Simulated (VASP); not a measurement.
# MgS (Fm-3m) in VASP: single point with r2SCAN

Aim: the single point of MgS with r2SCAN.

All numbers are computed with VASP 6.6.1; they aren't measurements. Logs are shortened: lines on timing, memory, paths and dates and some standing lists are left out, and cuts for length are marked.

## (1) The cell of the first run

The structure is cubic, space group Fm-3m (No. 225). Conventional cell: a = 5.203 Å, b = 5.203 Å, c = 5.203 Å, α = 90.00°, β = 90.00°, γ = 90.00°. Mg (site symmetry m-3m) has 6 S at 2.60 Å within 3.4 Å. Within 3.4 Å of S (site symmetry m-3m) lie 6 Mg at 2.60 Å.

## (2) Single point, r2SCAN

Contents of POSCAR:

```
MgS
1.0
    0.0000000000      2.6015177399      2.6015177399
    2.6015177399      0.0000000000      2.6015177399
    2.6015177399      2.6015177399      0.0000000000
Mg S
1 1
Direct
    0.0000000000      0.0000000000      0.0000000000
    0.5000000000      0.5000000000      0.5000000000
```

Contents of INCAR.step1:

```
SYSTEM = MgS
PREC = Accurate
ENCUT = 920
ISMEAR = 1
SIGMA = 0.5
LREAL = .FALSE.
LASPH = .TRUE.
NELM = 120
NBANDS = 15
GGA = PE
ALGO = Normal
EDIFF = 1E-5
LWAVE = .TRUE.
LCHARG = .FALSE.
GGA_COMPAT = .FALSE.
```

Contents of INCAR.step2:

```
SYSTEM = MgS
PREC = Accurate
ENCUT = 920
EDIFF = 1E-6
ISMEAR = 1
SIGMA = 0.5
LREAL = .FALSE.
LASPH = .TRUE.
NELM = 120
ALGO = Normal
ISIF = 2
LWAVE = .FALSE.
LCHARG = .FALSE.
METAGGA = R2SCAN
LMIXTAU = .TRUE.
NBANDS = 15
ISTART = 1
GGA_COMPAT = .FALSE.
```

Contents of KPOINTS:

```
regular mesh
0
G
  6 6 6
  0 0 0
```

Potentials or basis: VASP PAW PBE potentials, release 64 (Mg_sv, S).

Started as:

```console
> cat potpaw_PBE.64/Mg_sv/POTCAR potpaw_PBE.64/S/POTCAR > POTCAR
> cp INCAR.step1 INCAR
> mpirun -np 1 vasp_std > vasp.out
> cp INCAR.step2 INCAR
> mpirun -np 1 vasp_std > vasp.out
```

OUTCAR:

```text
SYSTEM = MgS
   PREC = Accurate
   ENCUT = 920
   EDIFF = 1E-6
   ISMEAR = 1
   LREAL = .FALSE.
   LASPH = .TRUE.
   NELM = 120
   ISIF = 2
   METAGGA = R2SCAN
   ISTART = 1

 ion  position               nearest neighbor table
   1  0.000  0.000  0.000-
   2  0.500  0.500  0.500-

  LATTYP: Found a face centered cubic cell.
 ALAT       =     5.2030354798

  Lattice vectors:

 A1 = (   0.0000000000,   2.6015177399,   2.6015177399)
 A2 = (   2.6015177399,   0.0000000000,   2.6015177399)
 A3 = (   2.6015177399,   2.6015177399,   0.0000000000)

Analysis of symmetry for initial positions (statically):
=====================================================================
 Subroutine PRICEL returns:
 Original cell was already a primitive cell.

 Routine SETGRP: Setting up the symmetry group for a
 face centered cubic supercell.

 Subroutine GETGRP returns: Found 48 space group operations
 (whereof 48 operations were pure point group operations)
 out of a pool of 48 trial point group operations.

The static configuration has the point symmetry O_h .

Analysis of symmetry for dynamics (positions and initial velocities):
=====================================================================
 Subroutine PRICEL returns:
 Original cell was already a primitive cell.

 Routine SETGRP: Setting up the symmetry group for a
 face centered cubic supercell.

 Subroutine GETGRP returns: Found 48 space group operations
 (whereof 48 operations were pure point group operations)
 out of a pool of 48 trial point group operations.

The dynamic configuration has the point symmetry O_h .

 Subroutine INISYM returns: Found 48 space group operations
 (whereof 48 operations are pure point group operations),
 and found     1 'primitive' translations

----------------------------------------------------------------------------------------

                                     Primitive cell

  volume of cell :      35.2136

  direct lattice vectors                    reciprocal lattice vectors
     0.000000000  2.601517740  2.601517740    -0.192195499  0.192195499  0.192195499
     2.601517740  0.000000000  2.601517740     0.192195499 -0.192195499  0.192195499
     2.601517740  2.601517740  0.000000000     0.192195499  0.192195499 -0.192195499

  length of vectors
     3.679101671  3.679101671  3.679101671     0.332892369  0.332892369  0.332892369

  position of ions in fractional coordinates (direct lattice)
     0.000000000  0.000000000  0.000000000
     0.500000000  0.500000000  0.500000000

  ion indices of the primitive-cell ions
   primitive index   ion index
                 1           1
                 2           2

----------------------------------------------------------------------------------------

 KPOINTS: regular mesh

Automatic generation of k-mesh.
 Grid dimensions read from file:
 generate k-points for:    6    6    6

 Generating k-lattice:

  Cartesian coordinates                     Fractional coordinates (reciprocal lattice)
    -0.032032583  0.032032583  0.032032583     0.166666667  0.000000000  0.000000000
     0.032032583 -0.032032583  0.032032583     0.000000000  0.166666667  0.000000000
     0.032032583  0.032032583 -0.032032583     0.000000000  0.000000000  0.166666667

  Length of vectors
     0.055482062  0.055482062  0.055482062

  Shift w.r.t. Gamma in fractional coordinates (k-lattice)
     0.000000000  0.000000000  0.000000000

 Subroutine IBZKPT returns following result:
 ===========================================

 Found     16 irreducible k-points:

 Following reciprocal coordinates:
            Coordinates               Weight
  0.000000  0.000000  0.000000      1.000000
  0.166667  0.000000  0.000000      8.000000
  0.333333  0.000000  0.000000      8.000000
  0.500000  0.000000  0.000000      4.000000
  0.166667  0.166667  0.000000      6.000000
  0.333333  0.166667  0.000000     24.000000
[... 8 lines left out ...]
 -0.333333  0.333333  0.166667     24.000000
 -0.333333  0.500000  0.166667     12.000000
   k-points           NKPTS =     16   k-points in BZ     NKDIM =     16   number of bands    NBANDS=     15
   number of dos      NEDOS =    301   number of ions     NIONS =      2
   total plane-waves  NPLWV =  46656
   dimension x,y,z NGX =    36 NGY =   36 NGZ =   36
   dimension x,y,z NGXF=    72 NGYF=   72 NGZF=   72
   ions per type =               1   1
   NGX,Y,Z   is equivalent  to a cutoff of  16.27, 16.27, 16.27 a.u.
   NGXF,Y,Z  is equivalent  to a cutoff of  32.53, 32.53, 32.53 a.u.
 SYSTEM =  MgS
   PREC   = accura    normal or accurate (medium, high low for compatibility)
   ISTART =      1    job   : 0-new  1-cont  2-samecut
   ICHARG =      0    charge: 1-file 2-atom 10-const
   ISPIN  =      1    spin polarized calculation?
   LNONCOLLINEAR =      F non collinear calculations
   LSORBIT =      F    spin-orbit coupling
   LASPH  =      T    aspherical Exc in radial PAW
   ENCUT  =  920.0 eV  67.62 Ry    8.22 a.u.   9.10  9.10  9.10*2*pi/ulx,y,z
   NELM   =    120;   NELMIN=  2; NELMDL=  0     # of ELM steps
   EDIFF  = 0.1E-05   stopping-criterion for ELM
   LREAL  =      F    real-space projection
   EDIFFG = 0.1E-04   stopping-criterion for IOM
   NSW    =      0    number of steps for IOM
   IBRION =     -1    ionic relax: 0-MD 1-quasi-New 2-CG
   NFREE  =      0    steps in history (QN), initial steepest desc. (CG)
   ISIF   =      2    stress and relaxation
   ISYM   =      2    0-nonsym 1-usesym 2-fastsym
   POTIM  = 0.5000    time-step for ionic-motion
   TEBEG  =    0.0;   TEEND  =   0.0 temperature during run
   PSTRESS=    0.0 pullay stress
   NELECT =      16.0000    total number of electrons
   NUPDOWN=      -1.0000    fix difference up-down
   EMIN   =  10.00;   EMAX   =-10.00  energy-range for DOS
   EFERMI =   0.00;   METHOD = LEGACY
   ISMEAR =     1;   SIGMA  =   0.50  broadening in eV -4-tet -1-fermi 0-gaus
   EFERMI_NEDOS =   21; number of points for ismear=-14 and -15
   IALGO  =     38    algorithm
   IMIX   =      4    mixing-type and parameters
     AMIX     =   0.40;   BMIX     =  1.00
     AMIX_MAG =   1.60;   BMIX_MAG =  1.00
  volume/ion in A,a.u.               =      17.61       118.82
  Fermi-wavevector in a.u.,A,eV,Ry     =   1.258572  2.378356 21.551673  1.584003
  Thomas-Fermi vector in A             =   2.392175
   LORBIT       =      0    0 simple, 1 ext, 2 COOP (PROOUT), +10 PAW based schemes
   METAGGA = R2SCAN    functional components
   LHFCALC =     F    Hartree Fock is set to
   AEXX    =    0.0000 exact exchange contribution
   IVDW    =     0    specifies the selected vdW correction
   LEPSILON=     F    determine dielectric tensor
   LRPA    =     F    only Hartree local field effects (RPA)
 non-spin polarized calculation
 Methfessel and Paxton  Order N= 1 SIGMA  =   0.50
  energy-cutoff  :      920.00
  volume of cell :       35.21
 maximum number of plane-waves:      2252
   NGX = 19   NGY = 19   NGZ = 19

 number of electron      16.0000003 magnetization

 Free energy of the ion-electron system (eV)
  ---------------------------------------------------
  ext. energy  EPLUGINS =         0.00000000
  ---------------------------------------------------
  free energy    TOTEN  =       -15.53858656 eV

  energy without entropy =      -15.55516187  energy(sigma->0) =      -15.54411166

 E-fermi :   3.5005     XC(G=0): -10.3306

 val. band max:        3.3605599140   @ k =   0.0000   0.0000   0.0000
 cond. band min:       6.8578525614   @ k =   0.5000   0.5000   0.0000
 fundamental gap:      3.4972926474
 Fermi energy:         3.5004659181

 k-point     1 :       0.0000    0.0000    0.0000
  band No.  band energies     occupation
      1     -74.2403      2.00000
      2     -39.3473      2.00000
      3     -39.3473      2.00000
      4     -39.3473      2.00000
      5      -9.8203      2.00000
      6       3.3606      1.45366
      7       3.3606      1.45366
      8       3.3606      1.45366
      9       8.0192     -0.00000
     10      11.8894     -0.00000
     11      11.8894     -0.00000
     12      11.8894     -0.00000
     13      14.3079      0.00000
     14      14.3079      0.00000
     15      16.8898      0.00000

 k-point     2 :       0.1667    0.0000    0.0000
  band No.  band energies     occupation
      1     -74.2402      2.00000
      2     -39.3489      2.00000
      3     -39.3475      2.00000
      4     -39.3475      2.00000
      5      -9.5486      2.00000
      6       1.7698      2.00001
      7       3.1831      1.87000
      8       3.1831      1.87000
      9       9.0323     -0.00000
     10      11.6960     -0.00000
     11      12.1828     -0.00000
     12      12.1828     -0.00000
     13      13.6781      0.00000
     14      13.6781      0.00000
     15      16.9670      0.00000

 k-point     3 :       0.3333    0.0000    0.0000
  band No.  band energies     occupation
      1     -74.2400      2.00000
      2     -39.3522      2.00000
      3     -39.3479      2.00000
      4     -39.3479      2.00000
      5      -8.8964      2.00000
      6      -0.4910      2.00000
      7       2.8739      2.07068
      8       2.8739      2.07068
      9       8.8521     -0.00000
     10      11.3301     -0.00000
     11      11.3301     -0.00000
     12      13.7336      0.00000
     13      15.6110      0.00000
     14      15.6110      0.00000
     15      16.0268      0.00000

 k-point     4 :       0.5000    0.0000    0.0000
  band No.  band energies     occupation
      1     -74.2401      2.00000
      2     -39.3538      2.00000
      3     -39.3481      2.00000
      4     -39.3481      2.00000
      5      -8.4838      2.00000
      6      -1.5071      2.00000
      7       2.7370      2.05287
      8       2.7370      2.05287
      9       8.5847     -0.00000
     10      10.8935     -0.00000
     11      10.8935     -0.00000
     12      14.7047      0.00000
     13      16.5966      0.00000
     14      18.4545      0.00000
     15      18.4545      0.00000
[... 163 lines left out ...]
 k-point    14 :       0.5000    0.3333    0.1667
  band No.  band energies     occupation
      1     -74.2400      2.00000
      2     -39.3520      2.00000
      3     -39.3499      2.00000
      4     -39.3487      2.00000
      5      -8.4551      2.00000
      6      -0.3459      2.00000
      7       1.1381      2.00000
      8       2.1096      2.00060
      9       9.3735     -0.00000
     10      10.5799     -0.00000
     11      11.4172     -0.00000
     12      14.0571      0.00000
     13      15.7330      0.00000
     14      19.2315      0.00000
     15      19.7143      0.00000

 k-point    15 :      -0.3333    0.3333    0.1667
  band No.  band energies     occupation
      1     -74.2400      2.00000
      2     -39.3523      2.00000
      3     -39.3506      2.00000
      4     -39.3491      2.00000
      5      -8.1759      2.00000
      6      -0.5943      2.00000
      7       0.6102      2.00000
      8       1.7620      2.00001
      9       9.3863     -0.00000
     10      10.7649     -0.00000
     11      12.7854     -0.00000
     12      13.0325     -0.00000
     13      16.5060      0.00000
     14      18.4645      0.00000
     15      19.9360      0.00000

 k-point    16 :      -0.3333    0.5000    0.1667
  band No.  band energies     occupation
      1     -74.2400      2.00000
      2     -39.3522      2.00000
      3     -39.3505      2.00000
      4     -39.3498      2.00000
      5      -8.0722      2.00000
      6      -0.4507      2.00000
      7       0.7405      2.00000
      8       1.1571      2.00000
      9       8.4713     -0.00000
     10      10.1634     -0.00000
     11      13.3266     -0.00000
     12      13.9679      0.00000
     13      18.4026      0.00000
     14      19.5587      0.00000
     15      19.8261      0.00000

------------------------ aborting loop because EDIFF is reached ----------------------------------------

  FORCE on cell =-STRESS in cart. coord.  units (eV):
  Direction    XX          YY          ZZ          XY          YZ          ZX
  --------------------------------------------------------------------------------------
  -------------------------------------------------------------------------------------
  Total        0.0097265      0.0097265      0.0097265      0.0000000     -0.0000000      0.0000000
  in kB        0.4425438      0.4425438      0.4425438      0.0000000     -0.0000000      0.0000000
  external PRESSURE =       0.4425438 kB  Pullay stress =       0.0000000 kB

 VOLUME and BASIS-vectors are now :
 -----------------------------------------------------------------------------
  energy-cutoff  :      920.00
  volume of cell :       35.21
      direct lattice vectors                 reciprocal lattice vectors
     0.000000000  2.601517740  2.601517740    -0.192195499  0.192195499  0.192195499
     2.601517740  0.000000000  2.601517740     0.192195499 -0.192195499  0.192195499
     2.601517740  2.601517740  0.000000000     0.192195499  0.192195499 -0.192195499

 POSITION                                       TOTAL-FORCE (eV/Angst)
 -----------------------------------------------------------------------------------
      0.00000      0.00000      0.00000        -0.000000      0.000000      0.000000
      2.60152      2.60152      2.60152         0.000000      0.000000     -0.000000
 -----------------------------------------------------------------------------------
    total drift:                                0.000000      0.000000      0.000000

  FREE ENERGIE OF THE ION-ELECTRON SYSTEM (eV)
  ---------------------------------------------------
  free  energy   TOTEN  =       -15.5385865555 eV

  energy  without entropy=      -15.5551618657  energy(sigma->0) =      -15.54411166
```

It took 82 s on 1 thread of AMD EPYC 7R13 (Zen 3), shared host; peak memory 0.19 GiB.

Results:

- Free energy: -15.5386 eV
- Pressure: 0.0 GPa
- Band gap on the k mesh: 3.50 eV (least direct gap 4.66 eV)

Levels at points of the mesh, in eV from the valence-band top:
```tsv
k point	band 5	band 6	band 7	band 8	band 9	band 10	band 11	band 12
(0.00, 0.00, 0.00)	-13.18	0.00	0.00	0.00	4.66	8.53	8.53	8.53
(0.50, 0.00, 0.00)	-11.84	-4.87	-0.62	-0.62	5.22	7.53	7.53	11.34
(0.50, 0.50, 0.00)	-11.47	-4.27	-1.72	-1.72	3.50	4.92	13.16	13.50
```

Caveat: the PAW data sets were made with another functional, which shifts forces and pressure a little. r2SCAN opens gaps a little over a GGA but as a rule still falls short of measured ones.
